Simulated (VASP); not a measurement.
Write the native input for VASP 6.6.1 that does the following.

* Task: single point
* Functional: PBE
* Potentials or basis: VASP PAW PBE potentials, release 64 (Cs_sv)
* Cutoff: 520 eV
* k mesh: 12 × 12 × 12
* Occupations: gaussian, width 0.15 eV
* Spin: no spin polarisation
* Dipole correction: no
* Further INCAR settings: ALGO = Fast; EDIFF = 1e-07; NBANDS = 10

The structure of Cs lies in POSCAR:

```
Cs
1.0
   -2.7807000000      2.7807000000      2.9016000000
    2.7807000000     -2.7807000000      2.9016000000
    2.7807000000      2.7807000000     -2.9016000000
Cs
1
Direct
    0.0000000000      0.0000000000      0.0000000000
```

This cell differs from its parent crystal: strain -0.080 along x and y, -0.040 along z.

The input as run:

INCAR

```
PREC = Accurate
ENCUT = 520
EDIFF = 1E-7
ISMEAR = 0
SIGMA = 0.15
LREAL = False
LASPH = True
NELM = 100
ALGO = Fast
ISIF = 2
LWAVE = False
LCHARG = False
GGA = PE
NBANDS = 10
```

KPOINTS

```
regular mesh
0
Gamma
  12 12 12
```

Potentials or basis: VASP PAW PBE potentials, release 64 (Cs_sv).

Run with:

```sh
$ cat potpaw_PBE.64/Cs_sv/POTCAR > POTCAR
$ mpirun -np 1 vasp_std > vasp.out
```

Results of the run:

* Pressure: 0.8 GPa

Caveat: the cell differs from its parent crystal (strain -0.080 along x and y, -0.040 along z).

Wall time 3.5 min on 1 thread of AMD EPYC 7R43 64-Core Processor (Zen 3), on a shared host, peak memory 0.25 GiB.
